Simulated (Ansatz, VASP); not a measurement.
# Two plane-wave programs on Ti4W

```
CELL_PARAMETERS angstrom
2.30147 1.32875 4.60162
-2.30147 1.32875 4.60162
0.00000 -2.65751 4.60162
ATOMIC_POSITIONS crystal
Ti 0.89724 0.89724 0.89724
Ti 0.10276 0.10276 0.10276
Ti 0.31566 0.31566 0.31566
Ti 0.68434 0.68434 0.68434
W 0.50000 0.50000 0.50000
```

Alike in both runs: functional PBE; k mesh 6 × 6 × 6; occupations gaussian, width 0.1 eV; no spin polarisation.

Ansatz relaxed the structure, and its values are those at the end. VASP's run is a single point on that final structure, the one shown.

|  | VASP | Ansatz |
| --- | --- | --- |
| version | VASP 6.6.1 | Ansatz 0.2.0 |
| potentials or method | VASP PAW PBE potentials, release 64 (Ti_sv, W_sv), cutoff 520 eV | scalar-relativistic, plane waves, PAW |
| valence electrons in the cell | 62 | 62 |

```csv
,VASP,Ansatz,Ansatz less VASP
gap on the k mesh at the Fermi level (eV),none,none,-
pressure (GPa),-0.3,-0.2,+0.12
rms of the force components (eV/Å),0.013,0.011,-0.0018
```

A gap of «none» marks a metal or a gap that the smearing closes. With one functional, cell and mesh, what is left measures potentials, basis and numerics.

Neither program's run includes spin-orbit coupling.
